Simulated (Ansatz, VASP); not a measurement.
Given: the input of a run of VASP 6.6.1 on PbSe.

The input INCAR:

```
SYSTEM = PbSe
PREC = Accurate
ENCUT = 520
EDIFF = 1E-6
ISMEAR = -1
SIGMA = 0.05
LREAL = .FALSE.
LASPH = .TRUE.
NELM = 60
ALGO = Normal
ISIF = 2
LWAVE = .FALSE.
LCHARG = .TRUE.
GGA = RP
IVDW = 12
LELF = .TRUE.
LVHAR = .TRUE.
NBANDS = 17
```

File KPOINTS:

```
Automatic mesh
0
G
  8 8 8
  0 0 0
```

The input POSCAR:

```
PbSe
1.0
    0.0000000000      3.0401081059      3.0401081059
    3.0401081059      0.0000000000      3.0401081059
    3.0401081059      3.0401081059      0.0000000000
Pb Se
1 1
Direct
    0.0000000000      0.0000000000      0.0000000000
    0.5000000000      0.5000000000      0.5000000000
```

Potentials or basis: VASP PAW PBE potentials, release 64 (Pb_d, Se).

Run with:

```sh
$ cat potpaw_PBE.64/Pb_d/POTCAR potpaw_PBE.64/Se/POTCAR > POTCAR
$ mpirun -np 1 vasp_std > vasp.out
```

**Question.** Translate it to Ansatz 0.2.0. Potentials there: Ansatz PAW.

**Answer.** As run (the cutoff follows the program's own potentials):

The input input.yaml:

```yaml
crystal:
  lattice:
    - [0.0, 3.0401081059, 3.0401081059]
    - [3.0401081059, 0.0, 3.0401081059]
    - [3.0401081059, 3.0401081059, 0.0]
  atoms:
    - { symbol: Pb, position: [0.0, 0.0, 0.0] }
    - { symbol: Se, position: [0.5, 0.5, 0.5] }
hamiltonian:
  xc: rpbe
  pseudopotentials: { kind: paw }
  dispersion: d3bj
kpoints:
  mp_grid: { grid: [8, 8, 8] }
scf:
  occupations: { method: fermi_dirac, width: 0.05 }
output:
  forces: true
  stress: true
  eigenvalues: true
```

Potentials or basis: Ansatz PAW.

Launch:

```console
$ ansatz run input.yaml --threads 2 --pin off --max-ram 5120MiB --backend cpu --events-out ev --progress --plain --runs-dir out
```

Both were run:

|  | VASP | Ansatz | Ansatz less VASP |
| --- | --- | --- | --- |
| gap on the k mesh at the Fermi level (eV) | 0.30 | 0.30 | -0.006 |
| least direct gap on the mesh (eV) | 0.30 | 0.30 | -0.006 |
| pressure (GPa) | -9.7 | -9.6 | +0.03 |

VASP's potentials were made for PBE, not for RPBE. VASP's potentials hold 20 valence electrons a cell and Ansatz's 30, so a difference there can come from the potentials and not from the codes.

Neither program's run includes spin-orbit coupling.
